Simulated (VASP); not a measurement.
# In3O2 (Pm-3m) in VASP: a series of runs, part 2 of 2

VASP 6.6.1. The steps go on from the part before.

### Step 5. Relaxation of cell and atoms, PBE

File INCAR:

```
  ALGO = Normal
  EDIFF = 1E-7
  EDIFFG = -0.04
  ENCUT = 600
  GGA = PE
  IBRION = 2
  ISIF = 3
  ISMEAR = 0
  LASPH = True
  LCHARG = False
  LREAL = False
  LWAVE = False
  NELM = 60
  NSW = 90
  PREC = Accurate
  SIGMA = 0.1
```

File KPOINTS:

```
k-points
0
Gamma
  4 4 4
```

File POSCAR:

```
In3O2
1.0
    4.6402516100      0.0000000000      0.0000000000
    0.0000000000      4.6402516100      0.0000000000
    0.0000000000      0.0000000000      4.6402516100
In O
3 2
Direct
    0.0000000000      0.5000000000      0.5000000000
    0.5000000000      0.0000000000      0.5000000000
    0.5000000000      0.5000000000      0.0000000000
    0.5000000000      0.5000000000      0.5000000000
    0.0000000000      0.0000000000      0.0000000000
```

Potentials or basis: VASP PAW PBE potentials, release 64 (In_d, O).

Started as:

```console
cat potpaw_PBE.64/In_d/POTCAR potpaw_PBE.64/O/POTCAR > POTCAR
mpirun -np 1 vasp_std > vasp.out
```

OUTCAR:

```text
EDIFF = 1E-7
   EDIFFG = -0.04
   ENCUT = 600
   GGA = PE
   IBRION = 2
   ISIF = 3
   ISMEAR = 0
   LASPH = True
   LREAL = False
   NELM = 60
   NSW = 90
   PREC = Accurate

 ion  position               nearest neighbor table
   1  0.000  0.500  0.500-   4 2.32   4 2.32   2 3.28   3 3.28   2 3.28   2 3.28   3 3.28   3 3.28
                             3 3.28   2 3.28
   2  0.500  0.000  0.500-   4 2.32   4 2.32   1 3.28   3 3.28   1 3.28   3 3.28   3 3.28   3 3.28
                             1 3.28   1 3.28
   3  0.500  0.500  0.000-   4 2.32   4 2.32   1 3.28   1 3.28   2 3.28   2 3.28   2 3.28   2 3.28
                             1 3.28   1 3.28
   4  0.500  0.500  0.500-   1 2.32   2 2.32   3 2.32   3 2.32   2 2.32   1 2.32
   5  0.000  0.000  0.000-

  LATTYP: Found a simple cubic cell.
 ALAT       =     4.6402516100

  Lattice vectors:

 A1 = (   4.6402516100,   0.0000000000,   0.0000000000)
 A2 = (   0.0000000000,   4.6402516100,   0.0000000000)
 A3 = (   0.0000000000,   0.0000000000,   4.6402516100)

Analysis of symmetry for initial positions (statically):
=====================================================================
 Subroutine PRICEL returns:
 Original cell was already a primitive cell.

 Routine SETGRP: Setting up the symmetry group for a
 simple cubic supercell.

 Subroutine GETGRP returns: Found 48 space group operations
 (whereof 48 operations were pure point group operations)
 out of a pool of 48 trial point group operations.

The static configuration has the point symmetry O_h .

Analysis of symmetry for dynamics (positions and initial velocities):
=====================================================================
 Subroutine PRICEL returns:
 Original cell was already a primitive cell.

 Routine SETGRP: Setting up the symmetry group for a
 simple cubic supercell.

 Subroutine GETGRP returns: Found 48 space group operations
 (whereof 48 operations were pure point group operations)
 out of a pool of 48 trial point group operations.

The dynamic configuration has the point symmetry O_h .

 Subroutine INISYM returns: Found 48 space group operations
 (whereof 48 operations are pure point group operations),
 and found     1 'primitive' translations

----------------------------------------------------------------------------------------

                                     Primitive cell

[... 91 lines left out ...]
   PSTRESS=    0.0 pullay stress
   NELECT =      51.0000    total number of electrons
   NUPDOWN=      -1.0000    fix difference up-down
   EMIN   =  10.00;   EMAX   =-10.00  energy-range for DOS
   EFERMI =   0.00;   METHOD = LEGACY
   ISMEAR =     0;   SIGMA  =   0.10  broadening in eV -4-tet -1-fermi 0-gaus
   EFERMI_NEDOS =   21; number of points for ismear=-14 and -15
   IALGO  =     38    algorithm
   IMIX   =      4    mixing-type and parameters
     AMIX     =   0.40;   BMIX     =  1.00
     AMIX_MAG =   1.60;   BMIX_MAG =  1.00
  volume/ion in A,a.u.               =      19.98       134.85
  Fermi-wavevector in a.u.,A,eV,Ry     =   1.308348  2.472420 23.290115  1.711775
  Thomas-Fermi vector in A             =   2.439021
   LORBIT       =      0    0 simple, 1 ext, 2 COOP (PROOUT), +10 PAW based schemes
   GGA     = PE    functional components
   LHFCALC =     F    Hartree Fock is set to
   AEXX    =    0.0000 exact exchange contribution
   IVDW    =     0    specifies the selected vdW correction
   LEPSILON=     F    determine dielectric tensor
   LRPA    =     F    only Hartree local field effects (RPA)
 conjugate gradient relaxation of ions
 non-spin polarized calculation
 Gauss-broadening in eV      SIGMA  =   0.10
  energy-cutoff  :      600.00
  volume of cell :       99.91
 maximum number of plane-waves:      3362
 NGX is ok and might be reduce to    40
   NGX = 19   NGY = 19   NGZ = 19

--------------------------------------- Ionic step        1  -------------------------------------------

 number of electron      51.0000001 magnetization

 Free energy of the ion-electron system (eV)
  ---------------------------------------------------
  ext. energy  EPLUGINS =         0.00000000
  ---------------------------------------------------
  free energy    TOTEN  =       -17.41316661 eV

  energy without entropy =      -17.38443514  energy(sigma->0) =      -17.39880088

 E-fermi :   5.6720     XC(G=0): -10.0398

 val. band max:        5.6531149651   @ k =   0.5000   0.2500   0.2500
 cond. band min:       5.6876283444   @ k =   0.2500   0.2500   0.0000
 fundamental gap:      0.0345133793
 Fermi energy:         5.6719862378

 k-point     1 :       0.0000    0.0000    0.0000
  band No.  band energies     occupation
      1     -14.0119      2.00000
      2     -10.1920      2.00000
      3      -8.8985      2.00000
      4      -8.8985      2.00000
      5      -8.8985      2.00000
      6      -8.7437      2.00000
[... 396 lines left out ...]
--------------------------------------- Ionic step        3  -------------------------------------------

 number of electron      51.0000008 magnetization

 Free energy of the ion-electron system (eV)
  ---------------------------------------------------
  ext. energy  EPLUGINS =         0.00000000
  ---------------------------------------------------
  free energy    TOTEN  =       -17.56242294 eV

  energy without entropy =      -17.54549674  energy(sigma->0) =      -17.55395984

 E-fermi :   4.5840     XC(G=0):  -9.5633

 val. band max:        4.5408787081   @ k =   0.2500   0.2500   0.0000
 cond. band min:       4.6618482646   @ k =   0.5000   0.2500   0.2500
 fundamental gap:      0.1209695565
 Fermi energy:         4.5840010053

 k-point     1 :       0.0000    0.0000    0.0000
  band No.  band energies     occupation
      1     -14.2854      2.00000
      2     -10.9247      2.00000
      3      -9.7449      2.00000
      4      -9.7449      2.00000
      5      -9.7449      2.00000
      6      -9.6510      2.00000
[... 351 lines left out ...]
  FREE ENERGIE OF THE ION-ELECTRON SYSTEM (eV)
  ---------------------------------------------------
  free  energy   TOTEN  =       -17.5624229420 eV

  energy  without entropy=      -17.5454967354  energy(sigma->0) =      -17.55395984

 reached required accuracy - stopping structural energy minimisation
```

OSZICAR:

```text
N       E                     dE             d eps       ncg     rms          rms(c)
DAV:   1     0.564957166961E+03    0.56496E+03   -0.26678E+04   600   0.247E+03
DAV:   2     0.713083096154E+02   -0.49365E+03   -0.48309E+03   606   0.563E+02
DAV:   3    -0.159870263154E+02   -0.87295E+02   -0.84047E+02   788   0.225E+02
[... 40 lines left out ...]
DAV:   7    -0.175624391981E+02    0.21568E-04   -0.78346E-05   816   0.581E-02    0.315E-02
DAV:   8    -0.175624243889E+02    0.14809E-04   -0.18241E-05   730   0.305E-02    0.716E-03
DAV:   9    -0.175624225863E+02    0.18026E-05   -0.76285E-06   662   0.164E-02    0.420E-03
DAV:  10    -0.175624230391E+02   -0.45286E-06   -0.84966E-07   640   0.491E-03    0.311E-03
DAV:  11    -0.175624229420E+02    0.97170E-07   -0.50404E-08   318   0.225E-03
   3 F= -.17562423E+02 E0= -.17553960E+02  d E =-.149256E+00
```

CONTCAR:

```text
In3O2
   1.00000000000000
     4.7939665641847133    0.0000000000000000   -0.0000000000000000
     0.0000000000000000    4.7939665641847133    0.0000000000000000
     0.0000000000000000   -0.0000000000000000    4.7939665641847133
  In              O
     3     2
Direct
     0.0000000000000000    0.5000000000000000    0.5000000000000000
     0.5000000000000000    0.0000000000000000    0.5000000000000000
     0.5000000000000000    0.5000000000000000    0.0000000000000000
     0.5000000000000000    0.5000000000000000    0.5000000000000000
     0.0000000000000000    0.0000000000000000    0.0000000000000000

  0.00000000E+00  0.00000000E+00  0.00000000E+00
  0.00000000E+00  0.00000000E+00  0.00000000E+00
  0.00000000E+00  0.00000000E+00  0.00000000E+00
  0.00000000E+00  0.00000000E+00  0.00000000E+00
  0.00000000E+00  0.00000000E+00  0.00000000E+00
```

Wall time 2.1 min (1 thread of AMD EPYC 9R14 (Zen 4), shared host); peak memory 0.22 GiB.

Results:

| Item | Value |
| --- | --- |
| Free energy | -17.5624 eV |
| Relaxed volume | 22.04 Å³/atom |
| Relaxed cell | a = 4.794 Å, b = 4.794 Å, c = 4.794 Å, α = 90.00°, β = 90.00°, γ = 90.00° |
| Space group after relaxing (to 0.05 Å) | Pm-3m (No. 221) |
| Energy gained by relaxing | 29.9 meV/atom |
| Ionic steps | 3 |
| Pressure after relaxing | 0.0 GPa |

Step by step:
| step | energy change (eV) | largest force (eV/Å) | pressure (GPa) | volume (Å³) |
| --- | --- | --- | --- | --- |
| 1 | 0.0000 | 0.0000 | 5.06 | 99.91 |
| 2 | -0.1484 | 0.0000 | 0.33 | 109.31 |
| 3 | -0.1493 | 0.0000 | -0.02 | 110.18 |

Final structure:
```cif
data_structure
_symmetry_space_group_name_H-M 'P 1'
_symmetry_Int_Tables_number 1
_cell_length_a 4.7940
_cell_length_b 4.7940
_cell_length_c 4.7940
_cell_angle_alpha 90.000
_cell_angle_beta 90.000
_cell_angle_gamma 90.000
_cell_volume 110.18
loop_
_atom_site_label
_atom_site_type_symbol
_atom_site_fract_x
_atom_site_fract_y
_atom_site_fract_z
_atom_site_occupancy
In1 In 0.00000 0.50000 0.50000 1
In2 In 0.50000 0.00000 0.50000 1
In3 In 0.50000 0.50000 0.00000 1
O1 O 0.50000 0.50000 0.50000 1
O2 O 0.00000 0.00000 0.00000 1
```

Levels at points of the mesh, in eV from the Fermi level:
```
           k point  band 23  band 24  band 25  band 26  band 27  band 28  band 29  band 30
(0.00, 0.00, 0.00)    -1.53    -1.27    -1.27    -1.27     2.99     2.99     2.99     5.10
(0.50, 0.00, 0.00)    -1.20    -1.14    -0.73    -0.36     2.85     3.19     3.19     3.43
(0.50, 0.50, 0.00)    -1.66    -1.01    -0.60     0.61     0.61     2.98     2.98     4.35
(0.50, 0.50, 0.50)    -2.29     0.15     0.15     0.15     1.35     1.35     1.35     1.66
```

Caveat: spin-orbit coupling is left out, which moves the levels of the heavy elements; an odd number of electrons without spin polarisation forces a metal; a magnetic or distorted state may lie lower.

### Step 6. Relaxation of cell and atoms, PBE

This run uses another cell than the first one, of 21.92 Å³/atom, 1.097 times its volume.

File INCAR:

```
PREC = Accurate
ENCUT = 600
EDIFF = 1E-6
ISMEAR = 0
SIGMA = 0.1
LREAL = False
LASPH = True
NELM = 100
ALGO = Normal
ISIF = 3
LWAVE = False
LCHARG = False
GGA = PE
IBRION = 2
NSW = 100
EDIFFG = -0.01
```

File KPOINTS:

```
regular mesh
0
Gamma
  8 8 8
```

Edit POSCAR of step 5 so:

```diff
@@ -2,5 +2,5 @@
 1.0
-    4.6402516100      0.0000000000      0.0000000000
-    0.0000000000      4.6402516100      0.0000000000
-    0.0000000000      0.0000000000      4.6402516100
+    4.7853615966      0.0000000000      0.0000000000
+    0.0000000000      4.7853615966      0.0000000000
+    0.0000000000      0.0000000000      4.7853615966
 In O
```

Potentials or basis: VASP PAW PBE potentials, release 64 (In_d, O).

Started as:

```console
cat potpaw_PBE.64/In_d/POTCAR potpaw_PBE.64/O/POTCAR > POTCAR
mpirun -np 1 vasp_std > vasp.out
```

It took 4.2 min on 1 thread of AMD EPYC 9R14 (Zen 4), shared host; peak memory 0.28 GiB.

Results (log left out):

| Quantity | Value |
| --- | --- |
| Free energy | -17.5607 eV |
| Relaxed volume | 21.73 Å³/atom |
| Relaxed cell | a = 4.772 Å, b = 4.772 Å, c = 4.772 Å, α = 90.00°, β = 90.00°, γ = 90.00° |
| Space group after relaxing (to 0.05 Å) | Pm-3m (No. 221) |
| Energy gained by relaxing | 0.3 meV/atom |
| Ionic steps | 2 |
| Pressure after relaxing | -0.1 GPa |

Step by step:
```csv
step,energy change (eV),largest force (eV/Å),pressure (GPa),volume (Å³)
1,0.0000,0.0000,-0.44,109.58
2,-0.0015,0.0000,-0.06,108.64
```

Final structure:
```xyz
5
Lattice="4.7716 0.0000 0.0000 0.0000 4.7716 0.0000 0.0000 0.0000 4.7716" Properties=species:S:1:pos:R:3 pbc="T T T"
In    0.0000    2.3858    2.3858
In    2.3858    0.0000    2.3858
In    2.3858    2.3858    0.0000
O     2.3858    2.3858    2.3858
O     0.0000    0.0000    0.0000
```

Levels at points of the mesh, in eV from the Fermi level:
```csv
k point,band 22,band 23,band 24,band 25,band 26,band 27,band 28,band 29,band 30
"(0.00, 0.00, 0.00)",-1.55,-1.55,-1.33,-1.33,-1.33,2.97,2.97,2.97,5.10
"(0.50, 0.00, 0.00)",-1.25,-1.25,-1.15,-0.78,-0.39,2.81,3.15,3.15,3.40
"(0.50, 0.50, 0.00)",-1.72,-1.72,-1.06,-0.68,0.60,0.60,2.94,2.94,4.36
"(0.50, 0.50, 0.50)",-2.38,-2.38,0.13,0.13,0.13,1.32,1.32,1.32,1.63
```

Caveat: spin-orbit coupling is left out, which moves the levels of the heavy elements; an odd number of electrons without spin polarisation forces a metal; a magnetic or distorted state may lie lower.

### Step 7. Summary

| task | cell | k mesh | cutoff (eV) | gap on the mesh (eV) | pressure (GPa) | relaxed volume (Å³/atom) |
| --- | --- | --- | --- | --- | --- | --- |
| single point | a = 4.640 Å, 5 atoms | 4 × 4 × 4 | 520 | none | 5.0 | - |
| single point | a = 4.785 Å, 5 atoms | 4 × 4 × 4 | 520 | none | 0.2 | - |
| single point | a = 4.771 Å, 5 atoms | 8 × 8 × 8 | 520 | none | -0.1 | - |
| relaxation of cell and atoms | relaxed from a = 4.640 Å, 5 atoms | 4 × 4 × 4 | 600 | none | 0.0 | 22.04 |
| relaxation of cell and atoms | relaxed from a = 4.785 Å, 5 atoms | 8 × 8 × 8 | 600 | none | -0.1 | 21.73 |

Alike in all rows: level PBE; potentials or basis VASP PAW PBE potentials, release 64 (In_d, O); no spin polarisation; smearing gaussian 0.1 eV.

Caveats: spin-orbit coupling is left out, which moves the levels of the heavy elements; an odd number of electrons without spin polarisation forces a metal; a magnetic or distorted state may lie lower.

Total energies depend on the potentials used, so only differences within one code and one set of settings carry meaning.
